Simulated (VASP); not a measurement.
A run of VASP 6.6.1 is set up as follows.

Contents of INCAR:

```
PREC     = Accurate       # precision mode
ENCUT    = 600            # plane-wave cutoff, eV
EDIFF    = 1E-6           # SCF threshold, eV
ISMEAR   = 0              # smearing method
SIGMA    = 0.02           # smearing width, eV
LREAL    = F              # projectors in reciprocal space
LASPH    = T              # aspherical terms in the spheres
NELM     = 120            # most SCF steps
ALGO     = Normal         # electronic algorithm
ISIF     = 2              # what is computed and relaxed
LWAVE    = F              # write WAVECAR
LCHARG   = F              # write CHGCAR
GGA      = PE             # functional
NBANDS   = 11             # bands
GGA_COMPAT= F
```

Contents of KPOINTS:

```
regular mesh
0
Gamma
  10 10 10
```

Contents of POSCAR:

```
MgO
1.0
    0.0000000000      2.0735332027      2.0735332027
    2.0735332027      0.0000000000      2.0735332027
    2.0735332027      2.0735332027      0.0000000000
Mg O
1 1
Direct
    0.0000000000      0.0000000000      0.0000000000
    0.5000000000      0.5000000000      0.5000000000
```

Potentials or basis: VASP PAW PBE potentials, release 64 (Mg, O).

Command:

```console
$ cat potpaw_PBE.64/Mg/POTCAR potpaw_PBE.64/O/POTCAR > POTCAR
$ mpirun -np 1 vasp_std > vasp.out
```

Estimate the band gap on the k mesh.

5.20 eV, direct.

Estimate the pressure.

12.3 GPa.
